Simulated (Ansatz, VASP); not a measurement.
**AlN: VASP beside Ansatz**

INCAR

```
SYSTEM = AlN
  PREC = Accurate
  ENCUT = 520
  EDIFF = 1E-6
  ISMEAR = 0
  SIGMA = 0.05
  LREAL = .False.
  LASPH = .True.
  NELM = 80
  ALGO = Normal
  ISIF = 2
  LWAVE = .False.
  LCHARG = .True.
  GGA = CA
  LELF = .True.
  LVHAR = .True.
  NBANDS = 16
```

The input KPOINTS:

```
regular mesh
0
Gamma
  8 8 6
  0 0 0
```

POSCAR

```
AlN
1.0
    0.0000000000     -1.9553821214     -1.9553821214
    0.0000000000      1.9553821214     -1.9553821214
    3.9107642427      0.0000000000      0.0000000000
Al N
2 2
Direct
    0.5111691724      0.4888308276      0.0000000000
   -0.0111691724      0.0111691724      0.5000000000
    0.4954255797      0.5045744203      0.5000000000
    0.0045744203      0.9954255797      0.0000000000
```

Input for Ansatz:

```yaml
crystal:
  lattice:
    - [0.0, -1.9553821214, -1.9553821214]
    - [0.0, 1.9553821214, -1.9553821214]
    - [3.9107642427, 0.0, 0.0]
  atoms:
    - { symbol: Al, position: [0.5111691724, 0.4888308276, 0.0] }
    - { symbol: Al, position: [-0.0111691724, 0.0111691724, 0.5] }
    - { symbol: "N", position: [0.4954255797, 0.5045744203, 0.5] }
    - { symbol: "N", position: [0.0045744203, 0.9954255797, 0.0] }
basis:
  ecutwfc: 520.0
kpoints:
  mp_grid: { grid: [8, 8, 6] }
hamiltonian:
  xc: lda
scf:
  occupations: { method: gaussian, width: 0.05 }
output:
  forces: true
  stress: true
  eigenvalues: true
```

Change from the starting cell: mode 4 frozen in at -0.045 Å, equal normal strain along x, y and z -0.0250.

Alike in both runs: task single point; functional LDA; k mesh 8 × 8 × 6; occupations gaussian, width 0.05 eV; no spin polarisation.

|  | VASP | Ansatz |
| --- | --- | --- |
| version | VASP 6.6.1 | Ansatz 0.2.0 |
| potentials or method | VASP PAW LDA potentials, release 64 (Al, N), cutoff 520 eV | scalar-relativistic, plane waves, PAW |
| valence electrons in the cell | 16 | 16 |

Ansatz gave:

* gap on the k mesh at the Fermi level (eV): 4.98
* least direct gap on the mesh (eV): 5.00
* pressure (GPa): 24.6
* traceless stress, the component that is largest in VASP (GPa): -0.38
* rms of the force components (eV/Å): 0.248

**Question.** Which values does VASP return?

**Answer.** gap on the k mesh at the Fermi level (eV): 4.98; least direct gap on the mesh (eV): 4.99; pressure (GPa): 25.5; traceless stress, the component that is largest in VASP (GPa): -0.38; rms of the force components (eV/Å): 0.251.

LDA's correlation is that of Perdew and Zunger in VASP and of Perdew and Wang (1992) in Ansatz. Atom by atom the forces differ by 0.005 eV/Å (rms over components).
